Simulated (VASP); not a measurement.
Set up this calculation in VASP 6.6.1, as the native input.

| Quantity | Value |
| --- | --- |
| Task | single point |
| Functional | PBEsol |
| Potentials or basis | VASP PAW PBE potentials, release 64 (Ti_sv, O) |
| Cutoff | 600 eV |
| k mesh | 6 × 6 × 6 |
| Occupations | gaussian, width 0.01 eV |
| Spin | no spin polarisation |
| Dipole correction | no |
| Further INCAR settings | ALGO = Normal; EDIFF = 1e-06; NBANDS = 33 |

The structure of TiO2 lies in POSCAR:

```
TiO2
1.0
   -1.8779483083      1.8779483083      4.6845078239
    1.8779483083     -1.8779483083      4.6845078239
    1.8779483083      1.8779483083     -4.6845078239
Ti O
2 4
Direct
    0.0000000000      1.0000000000      0.0000000000
    0.7500000000      0.2500000000      0.5000000000
    0.2099762803      0.2099762803      0.0000000000
    0.7900237197      0.7900237197      0.0000000000
   -0.0400237197      0.4599762803      0.5000000000
    0.5400237197      1.0400237197      0.5000000000
```

One way to write it, as run:

INCAR

```
PREC = Accurate
ENCUT = 600
EDIFF = 1E-6
ISMEAR = 0
SIGMA = 0.01
LREAL = False
LASPH = True
NELM = 120
ALGO = Normal
ISIF = 2
LWAVE = False
LCHARG = True
GGA = PS
LELF = True
LVHAR = True
NBANDS = 33
GGA_COMPAT = False
```

KPOINTS

```
regular mesh
0
Gamma
  6 6 6
```

Potentials or basis: VASP PAW PBE potentials, release 64 (Ti_sv, O).

The run is started by

```console
$ cat potpaw_PBE.64/Ti_sv/POTCAR potpaw_PBE.64/O/POTCAR > POTCAR
$ mpirun -np 1 vasp_std > vasp.out
```

It gave:

```yaml
Pressure: 5.5 GPa
Largest_force: 0.021 eV/Å
Band_gap_on_the_k_mesh: 2.08 eV (least direct gap 2.46 eV)
```

Caveat: the cell stands under pressure; the PAW data sets were made with another functional, which shifts forces and pressure a little.

Run time: 2.7 min on 1 thread of Intel(R) Xeon(R) Platinum 8259CL CPU @ 2.50GHz (Skylake/Cascade Lake) (shared host), peak memory 0.34 GiB.
